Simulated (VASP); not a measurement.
# Sc (Im-3m) in VASP: further runs, part 2 of 2

VASP 6.6.1. Earlier steps stand in the parts before.

## Step 3: Relaxation of cell and atoms, PBEsol

This run uses another cell than the first one, of 24.92 Å³/atom.

The input, INCAR:

```
ALGO = Normal ; EDIFF = 1E-7
EDIFFG = -0.02 ; ENCUT = 500
GGA = PS ; GGA_COMPAT = False
IBRION = 2 ; ISIF = 3
ISMEAR = -1 ; LASPH = True
LCHARG = False ; LREAL = False
LWAVE = False ; NELM = 120
NELMIN = 4 ; NSW = 80
PREC = Accurate ; SIGMA = 0.05
```

The input, KPOINTS:

```
k-points
0
Gamma
  7 7 7
```

The input, POSCAR:

```
Sc
1.0
   -1.8400000000      1.8400000000      1.8400000000
    1.8400000000     -1.8400000000      1.8400000000
    1.8400000000      1.8400000000     -1.8400000000
Sc
1
Direct
    0.0000000000      0.0000000000      0.0000000000
```

Potentials or basis: VASP PAW PBE potentials, release 64 (Sc_sv).

Started as:

```console
$ cat potpaw_PBE.64/Sc_sv/POTCAR > POTCAR
$ mpirun -np 1 vasp_std > vasp.out
```

OUTCAR:

```text
EDIFF = 1E-7
   EDIFFG = -0.02
   ENCUT = 500
   GGA = PS
   IBRION = 2
   ISIF = 3
   ISMEAR = -1
   LASPH = True
   LREAL = False
   NELM = 120
   NELMIN = 4
   NSW = 80
   PREC = Accurate

 ion  position               nearest neighbor table
   1  0.000  0.000  0.000-

  LATTYP: Found a body centered cubic cell.
 ALAT       =     3.6800000000

  Lattice vectors:

 A1 = (  -1.8400000000,   1.8400000000,   1.8400000000)
 A2 = (   1.8400000000,  -1.8400000000,   1.8400000000)
 A3 = (   1.8400000000,   1.8400000000,  -1.8400000000)

Analysis of symmetry for initial positions (statically):
=====================================================================
 Subroutine PRICEL returns:
 Original cell was already a primitive cell.

 Routine SETGRP: Setting up the symmetry group for a
 body centered cubic supercell.

 Subroutine GETGRP returns: Found 48 space group operations
 (whereof 48 operations were pure point group operations)
 out of a pool of 48 trial point group operations.

The static configuration has the point symmetry O_h .

Analysis of symmetry for dynamics (positions and initial velocities):
=====================================================================
 Subroutine PRICEL returns:
 Original cell was already a primitive cell.

 Routine SETGRP: Setting up the symmetry group for a
 body centered cubic supercell.

 Subroutine GETGRP returns: Found 48 space group operations
 (whereof 48 operations were pure point group operations)
 out of a pool of 48 trial point group operations.

The dynamic configuration has the point symmetry O_h .

 Subroutine INISYM returns: Found 48 space group operations
 (whereof 48 operations are pure point group operations),
 and found     1 'primitive' translations

----------------------------------------------------------------------------------------

                                     Primitive cell

  volume of cell :      24.9180

  direct lattice vectors                    reciprocal lattice vectors
    -1.840000000  1.840000000  1.840000000     0.000000000  0.271739130  0.271739130
     1.840000000 -1.840000000  1.840000000     0.271739130  0.000000000  0.271739130
     1.840000000  1.840000000 -1.840000000     0.271739130  0.271739130  0.000000000

  length of vectors
[... 87 lines left out ...]
   NUPDOWN=      -1.0000    fix difference up-down
   EMIN   =  10.00;   EMAX   =-10.00  energy-range for DOS
   EFERMI =   0.00;   METHOD = LEGACY
   ISMEAR =    -1;   SIGMA  =   0.05  broadening in eV -4-tet -1-fermi 0-gaus
   EFERMI_NEDOS =   21; number of points for ismear=-14 and -15
   IALGO  =     38    algorithm
   IMIX   =      4    mixing-type and parameters
     AMIX     =   0.40;   BMIX     =  1.00
     AMIX_MAG =   1.60;   BMIX_MAG =  1.00
  volume/ion in A,a.u.               =      24.92       168.16
  Fermi-wavevector in a.u.,A,eV,Ry     =   1.246526  2.355592 21.141091  1.553826
  Thomas-Fermi vector in A             =   2.380699
   LORBIT       =      0    0 simple, 1 ext, 2 COOP (PROOUT), +10 PAW based schemes
   GGA     = PS    functional components
   LHFCALC =     F    Hartree Fock is set to
   AEXX    =    0.0000 exact exchange contribution
   IVDW    =     0    specifies the selected vdW correction
   LEPSILON=     F    determine dielectric tensor
   LRPA    =     F    only Hartree local field effects (RPA)
 conjugate gradient relaxation of ions
 non-spin polarized calculation
  energy-cutoff  :      500.00
  volume of cell :       24.92
 maximum number of plane-waves:       643
   NGX = 11   NGY = 11   NGZ = 11

--------------------------------------- Ionic step        1  -------------------------------------------

 number of electron      11.0000001 magnetization

 Free energy of the ion-electron system (eV)
  ---------------------------------------------------
  ext. energy  EPLUGINS =         0.00000000
  ---------------------------------------------------
  free energy    TOTEN  =        -6.49589331 eV

  energy without entropy =       -6.47298036  energy(sigma->0) =       -6.48443684

 E-fermi :   3.6368     XC(G=0):  -9.9494

 val. band max:        3.6335067190   @ k =  -0.4286   0.4286   0.1429
 cond. band min:       3.7679576324   @ k =  -0.2857   0.2857   0.2857
 fundamental gap:      0.1344509134
 Fermi energy:         3.6367715604

 k-point     1 :       0.0000    0.0000    0.0000
  band No.  band energies     occupation
      1     -45.7736      2.00000
      2     -24.2736      2.00000
      3     -24.2736      2.00000
      4     -24.2736      2.00000
      5      -1.5995      2.00000
      6       5.0499      0.00000
      7       5.0499      0.00000
      8       5.0499      0.00000
      9       6.4698      0.00000
[... 295 lines left out ...]
--------------------------------------- Ionic step        3  -------------------------------------------

 number of electron      11.0000004 magnetization

 Free energy of the ion-electron system (eV)
  ---------------------------------------------------
  ext. energy  EPLUGINS =         0.00000000
  ---------------------------------------------------
  free energy    TOTEN  =        -6.50381076 eV

  energy without entropy =       -6.48234412  energy(sigma->0) =       -6.49307744

 E-fermi :   3.8999     XC(G=0): -10.1294

 val. band max:        3.8570076610   @ k =   0.2857   0.1429   0.1429
 cond. band min:       3.9121050214   @ k =  -0.4286   0.4286   0.1429
 fundamental gap:      0.0550973604
 Fermi energy:         3.8999342895

 k-point     1 :       0.0000    0.0000    0.0000
  band No.  band energies     occupation
      1     -45.3965      2.00000
      2     -23.8705      2.00000
      3     -23.8705      2.00000
      4     -23.8705      2.00000
      5      -1.4250      2.00000
      6       5.3711      0.00000
      7       5.3711      0.00000
      8       5.3711      0.00000
      9       6.8692      0.00000
[... 254 lines left out ...]
  FREE ENERGIE OF THE ION-ELECTRON SYSTEM (eV)
  ---------------------------------------------------
  free  energy   TOTEN  =        -6.5038107581 eV

  energy  without entropy=       -6.4823441199  energy(sigma->0) =       -6.49307744

 reached required accuracy - stopping structural energy minimisation
```

OSZICAR:

```text
N       E                     dE             d eps       ncg     rms          rms(c)
DAV:   1     0.743026610563E+02    0.74303E+02   -0.53815E+03   360   0.118E+03
DAV:   2    -0.569952902274E+01   -0.80002E+02   -0.79548E+02   368   0.342E+02
DAV:   3    -0.733576201929E+01   -0.16362E+01   -0.15986E+01   512   0.611E+01
[... 23 lines left out ...]
DAV:   3    -0.650383120852E+01    0.37414E-03   -0.15672E-03   530   0.615E-01    0.654E-02
DAV:   4    -0.650381043494E+01    0.20774E-04   -0.64324E-05   395   0.991E-02    0.300E-03
DAV:   5    -0.650381062432E+01   -0.18938E-06   -0.10163E-06   511   0.168E-02    0.157E-03
DAV:   6    -0.650381078170E+01   -0.15738E-06   -0.26199E-08   210   0.243E-03    0.212E-04
DAV:   7    -0.650381075813E+01    0.23575E-07   -0.37968E-09   186   0.982E-04
   3 F= -.65038108E+01 E0= -.64930774E+01  d E =-.791745E-02
```

CONTCAR:

```text
Sc
   1.00000000000000
    -1.8132070459465657    1.8132070459465657    1.8132070459465657
     1.8132070459465657   -1.8132070459465657    1.8132070459465657
     1.8132070459465657    1.8132070459465657   -1.8132070459465657
  Sc
     1
Direct
     0.0000000000000000    0.0000000000000000    0.0000000000000000

  0.00000000E+00  0.00000000E+00  0.00000000E+00
```

Run time: 5.3 s. Hardware: 1 thread of Intel Xeon 6975P-C (Granite Rapids), shared host; peak memory 0.14 GiB.

What came out:

```
Free energy                           : -6.5038 eV
Relaxed volume                        : 23.85 Å³/atom
Relaxed cell                          : a = 3.141 Å, b = 3.141 Å, c = 3.141 Å, α = 109.47°, β = 109.47°, γ = 109.47°
Space group after relaxing (to 0.1 Å) : Im-3m (No. 229)
Energy gained by relaxing             : 7.9 meV/atom
Ionic steps                           : 3
Pressure after relaxing               : 0.0 GPa
Band gap on the k mesh                : zero (an odd number of electrons rules out a gap without spin polarisation)
```

The path:
```
step  energy change (eV)  largest force (eV/Å)  pressure (GPa)  volume (Å³)
   1              0.0000                0.0000           -2.30        24.92
   2             -0.0076                0.0000            0.47        23.65
   3             -0.0079                0.0000            0.00        23.85
```

Final structure:
```
Sc
1.0
    -1.81321    1.81321    1.81321
     1.81321   -1.81321    1.81321
     1.81321    1.81321   -1.81321
Sc
1
Direct
  0.00000 0.00000 0.00000
```

Levels at points of the mesh, in eV from the Fermi level:
```
           k point  band 2  band 3  band 4  band 5  band 6  band 7  band 8  band 9
(0.00, 0.00, 0.00)  -27.77  -27.77  -27.77   -5.32    1.47    1.47    1.47    2.97
```

Caveat: the PAW data sets were made with another functional, which shifts forces and pressure a little.

## Step 4: Relaxation of cell and atoms, PBEsol, target pressure 15 GPa, at which the enthalpy is minimised

This run uses another cell than the first one, of 24.92 Å³/atom.

The input, INCAR:

```
SYSTEM = Sc
PREC     = Accurate       ! precision mode
ENCUT    = 500            ! plane-wave cutoff, eV
EDIFF    = 1E-7           ! SCF threshold, eV
ISMEAR   = -1             ! smearing method
SIGMA    = 0.05           ! smearing width, eV
LREAL    = .False.        ! projectors in reciprocal space
LASPH    = .True.         ! aspherical terms in the spheres
NELM     = 120            ! most SCF steps
ALGO     = Normal         ! electronic algorithm
ISIF     = 3              ! what is computed and relaxed
LWAVE    = .False.        ! write WAVECAR
LCHARG   = .False.        ! write CHGCAR
GGA      = PS             ! functional
IBRION   = 2              ! ionic algorithm
NSW      = 80             ! ionic steps
EDIFFG   = -0.02          ! ionic threshold
PSTRESS  = 150.0        
GGA_COMPAT= .False.      
NELMIN   = 4
```

The input, KPOINTS:

```
Automatic mesh
0
Gamma
  7 7 7
  0 0 0
```

POSCAR is that of step 3.

Started as:

```console
$ cat potpaw_PBE.64/Sc_sv/POTCAR > POTCAR
$ mpirun -np 1 vasp_std > vasp.out
```

Run time: 7.2 s. Hardware: 1 thread of Intel Xeon 6975P-C (Granite Rapids), shared host; peak memory 0.14 GiB.

The run converged. Its results:

```yaml
Free_energy: -6.3220 eV
Relaxed_volume: 19.47 Å³/atom
Relaxed_cell: a = 2.935 Å, b = 2.935 Å, c = 2.935 Å, α = 109.47°, β = 109.47°, γ = 109.47°
Space_group_after_relaxing_to_0.1_Å: Im-3m (No. 229)
Energy_change_on_relaxing_the_run_minimises_the_enthalpy: +173.9 meV/atom
Ionic_steps: 4
Pressure_after_relaxing: 15.1 GPa
Band_gap_on_the_k_mesh: zero (an odd number of electrons rules out a gap without spin polarisation)
```

The path:
```tsv
step	energy change (eV)	largest force (eV/Å)	pressure (GPa)	volume (Å³)
1	0.0000	0.0000	-2.30	24.92
2	0.6346	0.0000	35.18	16.42
3	0.1647	0.0000	14.67	19.57
4	0.1739	0.0000	15.14	19.47
```

Final structure:
```cif
data_structure
_symmetry_space_group_name_H-M 'P 1'
_symmetry_Int_Tables_number 1
_cell_length_a 2.9354
_cell_length_b 2.9354
_cell_length_c 2.9354
_cell_angle_alpha 109.471
_cell_angle_beta 109.471
_cell_angle_gamma 109.471
_cell_volume 19.47
loop_
_atom_site_label
_atom_site_type_symbol
_atom_site_fract_x
_atom_site_fract_y
_atom_site_fract_z
_atom_site_occupancy
Sc1 Sc 0.00000 0.00000 0.00000 1
```

Levels at points of the mesh, in eV from the Fermi level:
| k point | band 2 | band 3 | band 4 | band 5 | band 6 | band 7 | band 8 | band 9 |
| --- | --- | --- | --- | --- | --- | --- | --- | --- |
| (0.00, 0.00, 0.00) | -27.13 | -27.13 | -27.13 | -5.69 | 1.68 | 1.68 | 1.68 | 3.58 |

Caveat: the cell is relaxed towards a set pressure, so the run minimises the enthalpy, not the energy; the volume moved by over 15 % at a fixed basis, so the end points are rough; the PAW data sets were made with another functional, which shifts forces and pressure a little.

## Step 5: Summary

| task | cell | gap on the mesh (eV) | pressure (GPa) |
| --- | --- | --- | --- |
| single point | a = 3.140 Å, angles 109.5°, 1 atom | none | 0.0 |
| relaxation of cell and atoms | relaxed from a = 3.187 Å, angles 109.5°, 1 atom | none | 0.0 |
| relaxation of cell and atoms | relaxed to 15 GPa from a = 3.187 Å, angles 109.5°, 1 atom | none | 15.1 |

Alike in all rows: level PBEsol; potentials or basis VASP PAW PBE potentials, release 64 (Sc_sv); no spin polarisation; k mesh 7 × 7 × 7; cutoff (eV) 500; smearing fermi-dirac 0.05 eV.

Caveats: the PAW data sets were made with another functional, which shifts forces and pressure a little; the cell is relaxed towards a set pressure, so the run minimises the enthalpy, not the energy (at least some runs); the volume moved by over 15 % at a fixed basis, so the end points are rough (at least some runs).

Total energies depend on the potentials used, so only differences within one code and one set of settings carry meaning.
